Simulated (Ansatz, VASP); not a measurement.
C: VASP beside Ansatz

File INCAR:

```
SYSTEM = C
PREC = Accurate ; ENCUT = 520
EDIFF = 1E-7 ; ISMEAR = 0
SIGMA = 0.02 ; LREAL = .False.
LASPH = .True. ; NELM = 80
ALGO = Normal ; ISIF = 2
LWAVE = .False. ; LCHARG = .False.
GGA = PS ; IBRION = 2
NSW = 60 ; EDIFFG = -0.002
```

Contents of KPOINTS:

```
Automatic mesh
0
Gamma
  9 9 6
  0 0 0
```

Contents of POSCAR:

```
C
1.0
    2.4612466108      0.0000000000      0.0000000000
   -1.2306233054      2.1315020900      0.0000000000
    0.0000000000      0.0000000000      4.0732164437
C
4
Direct
    0.3333333333      0.6666666667      0.0000291829
    0.6666666667      0.3333333333      0.5000291829
    0.3333333333      0.6666666667      0.3739708171
    0.6666666667      0.3333333333      0.8739708171
```

Input for Ansatz:

```yaml
crystal:
  lattice:
    - [2.4612466108, 0.0, 0.0]
    - [-1.2306233054, 2.13150209, 0.0]
    - [0.0, 0.0, 4.0732164437]
  atoms:
    - { symbol: C, position: [0.3333333333, 0.6666666667, 2.91829e-05] }
    - { symbol: C, position: [0.6666666667, 0.3333333333, 0.5000291829] }
    - { symbol: C, position: [0.3333333333, 0.6666666667, 0.3739708171] }
    - { symbol: C, position: [0.6666666667, 0.3333333333, 0.8739708171] }
basis:
  ecutwfc: 600.0
kpoints:
  mp_grid: { grid: [9, 9, 6] }
hamiltonian:
  xc: pbesol
  pseudopotentials: { kind: paw, azcp: { folder: soft_1 } }
scf:
  occupations: { method: gaussian, width: 0.02 }
output:
  forces: true
  stress: true
  eigenvalues: true
relax:
  adjacent_minimum: "off"
  f_tol: 0.002
  max_steps: 40
```

Change from the starting cell: strained cell.

Alike in both runs: task relaxation of the atoms; functional PBEsol; k mesh 9 × 9 × 6; occupations gaussian, width 0.02 eV; no spin polarisation.

|  | VASP | Ansatz |
| --- | --- | --- |
| version | VASP 6.6.1 | Ansatz 0.2.0 |
| potentials or method | VASP PAW PBE potentials, release 64 (C), cutoff 520 eV | scalar-relativistic, plane waves, PAW |
| valence electrons in the cell | 16 | 16 |

|  | VASP | Ansatz | Ansatz less VASP |
| --- | --- | --- | --- |
| gap on the k mesh at the Fermi level, each at its own relaxed structure (eV) | 2.84 | 2.87 | +0.024 |

VASP's potentials were made for PBE, not for PBEsol, and Ansatz warns of the same on its side. Ansatz's warnings: stress scf threshold loose.
